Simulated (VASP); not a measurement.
Set up this calculation in VASP 6.6.1, as the native input.

```yaml
Task: single point
Functional: PBE
Potentials_or_basis: VASP PAW PBE potentials, release 64 (Mg, O)
Cutoff: 520 eV
k_mesh: 12 × 12 × 4
Occupations: gaussian, width 0.1 eV
Spin: no spin polarisation
Dipole_correction: no
k_mesh_for_the_DOS: 18 × 18 × 6
Occupations_for_the_DOS: tetrahedron
Further_INCAR_settings: ALGO = Normal; EDIFF = 1e-06; NBANDS = 17
```

Mg3O2:

```
CELL_PARAMETERS angstrom
3.04513 0.00000 0.00000
-1.52257 2.63716 0.00000
0.00000 0.00000 7.48509
ATOMIC_POSITIONS crystal
Mg 0.66667 0.33333 0.33079
Mg 0.33333 0.66667 0.66921
Mg 0.00000 0.00000 0.00000
O 0.33333 0.66667 0.16276
O 0.66667 0.33333 0.83724
```

These files were run (other wordings do the same):

POSCAR

```
Mg3O2
1.0
    3.0451349369      0.0000000000      0.0000000000
   -1.5225674684      2.6371642133      0.0000000000
    0.0000000000      0.0000000000      7.4850942437
Mg O
3 2
Direct
    0.6666666667      0.3333333333      0.3307902188
    0.3333333333      0.6666666667      0.6692097812
    0.0000000000      0.0000000000      0.0000000000
    0.3333333333      0.6666666667      0.1627625670
    0.6666666667      0.3333333333      0.8372374330
```

INCAR.step1

```
PREC     = Accurate       # precision mode
ENCUT    = 520            # plane-wave cutoff, eV
EDIFF    = 1E-6           # SCF threshold, eV
ISMEAR   = 0              # smearing method
SIGMA    = 0.1            # smearing width, eV
LREAL    = False          # projectors in reciprocal space
LASPH    = True           # aspherical terms in the spheres
NELM     = 100            # most SCF steps
ALGO     = Normal         # electronic algorithm
ISIF     = 2              # what is computed and relaxed
LWAVE    = False          # write WAVECAR
LCHARG   = True           # write CHGCAR
GGA      = PE             # functional
NBANDS   = 17             # bands
```

KPOINTS.step1

```
regular mesh
0
Gamma
  12 12 4
```

INCAR.step2

```
PREC     = Accurate       # precision mode
ENCUT    = 520            # plane-wave cutoff, eV
EDIFF    = 1E-6           # SCF threshold, eV
ISMEAR   = -5             # smearing method
SIGMA    = 0.1            # smearing width, eV
LREAL    = False          # projectors in reciprocal space
LASPH    = True           # aspherical terms in the spheres
NELM     = 100            # most SCF steps
ALGO     = Normal         # electronic algorithm
ISIF     = 2              # what is computed and relaxed
LWAVE    = False          # write WAVECAR
LCHARG   = False          # write CHGCAR
GGA      = PE             # functional
LORBIT   = 10             # projections on sites
NBANDS   = 17             # bands
NEDOS    = 2001           # points of the DOS
ICHARG   = 11             # starting density
```

KPOINTS.step2

```
regular mesh
0
Gamma
  18 18 6
```

Potentials or basis: VASP PAW PBE potentials, release 64 (Mg, O).

Run with:

```sh
$ cat potpaw_PBE.64/Mg/POTCAR potpaw_PBE.64/O/POTCAR > POTCAR
$ cp INCAR.step1 INCAR
$ cp KPOINTS.step1 KPOINTS
$ mpirun -np 1 vasp_std > vasp.out
$ cp INCAR.step2 INCAR
$ cp KPOINTS.step2 KPOINTS
$ mpirun -np 1 vasp_std > vasp.out
```

Results of the run:

| Quantity | Value |
| --- | --- |
| Valence electrons inside the program's atomic spheres | Mg 0.37, 0.38 (each value once); O 5.06 |

Wall time 100 s on 1 thread of Intel(R) Xeon(R) Platinum 8488C (Sapphire Rapids), on a shared host, peak memory 0.3 GiB.
